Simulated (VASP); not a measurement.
La, 2 atoms in the cell. The structure is tetragonal, space group I4_1/amd (No. 141). The conventional cell has a = 5.115 Å, b = 5.115 Å, c = 2.922 Å, α = 90.00°, β = 90.00°, γ = 90.00°. La (site symmetry -4m2) has 10 La at 2.66 to 3.37 Å within 3.5 Å. 

| Quantity | Value |
| --- | --- |
| Program | VASP 6.6.1 |
| Task | single point |
| Functional | PBE |
| Potentials or basis | VASP PAW PBE potentials, release 64 (La) |
| Cutoff | 520 eV |
| k mesh | 15 × 15 × 15 |
| Occupations | fermi-dirac, width 0.05 eV |
| Spin | no spin polarisation |
| Dipole correction | no |
| Further INCAR settings | ALGO = Normal; EDIFF = 1e-06; NBANDS = 18 |

Potentials or basis: VASP PAW PBE potentials, release 64 (La).

Launch:

```sh
$ cat potpaw_PBE.64/La/POTCAR > POTCAR
$ mpirun -np 1 vasp_std > vasp.out
```

Hardware: 1 thread of Oxide Virtual Turin-like Processor, with other jobs on the host.

Task: How long does it take, and how much memory?

Result: Wall time 5.7 min on 1 thread of Oxide Virtual Turin-like Processor, with other jobs on the host, peak memory 0.3 GiB. Counts: scf iterations 11, k points 288.
